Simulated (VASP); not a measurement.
Write the native input for VASP 6.6.1 that does the following.

- Task: single point
- Functional: PBEsol
- Potentials or basis: VASP PAW PBE potentials, release 64 (Te, Mo_sv)
- Cutoff: 400 eV
- k mesh: 12 × 12 × 1
- Occupations: gaussian, width 0.03 eV
- Spin: no spin polarisation
- Dipole correction: yes
- Further INCAR settings: ALGO = Normal; EDIFF = 1e-06; NBANDS = 20; NELMDL = -8

The structure of Te2Mo (r.Ae) lies in POSCAR:

```
Te2Mo
1.0
    3.4622450116      0.0000000000      0.0000000000
   -1.7311225058      2.9983921342      0.0000000000
    0.0000000000      0.0000000000     19.6206953425
Te Mo
2 1
Direct
    0.6666666667      0.3333333333      0.4077327465
    0.6666666667      0.3333333333      0.5922672535
    0.3333333333      0.6666666667      0.5000000000
```

One way to write it, as run:

INCAR

```
ALGO = Normal ; DIPOL = 0.5 0.5 0.500
EDIFF = 1E-6 ; ENCUT = 400
GGA = PS ; GGA_COMPAT = F
IDIPOL = 3 ; ISIF = 2
ISMEAR = 0 ; LASPH = T
LCHARG = F ; LDIPOL = T
LREAL = F ; LWAVE = F
NBANDS = 20 ; NELM = 120
NELMDL = -8 ; PREC = Accurate
SIGMA = 0.03
```

KPOINTS

```
k-points
0
Gamma
  12 12 1
```

Potentials or basis: VASP PAW PBE potentials, release 64 (Te, Mo_sv).

Command:

```sh
$ cat potpaw_PBE.64/Te/POTCAR potpaw_PBE.64/Mo_sv/POTCAR > POTCAR
$ mpirun -np 1 vasp_std > vasp.out
```

Results of the run:

The largest force is 0.093 eV/Å and the band gap on the k mesh is 1.27 eV, direct.

Caveat: the PAW data sets were made with another functional, which shifts forces and pressure a little; spin-orbit coupling is left out, which moves the levels of the heavy elements.

It took 3 min on 1 thread of Intel Xeon 8259CL, with other jobs on the host, peak memory 0.28 GiB.
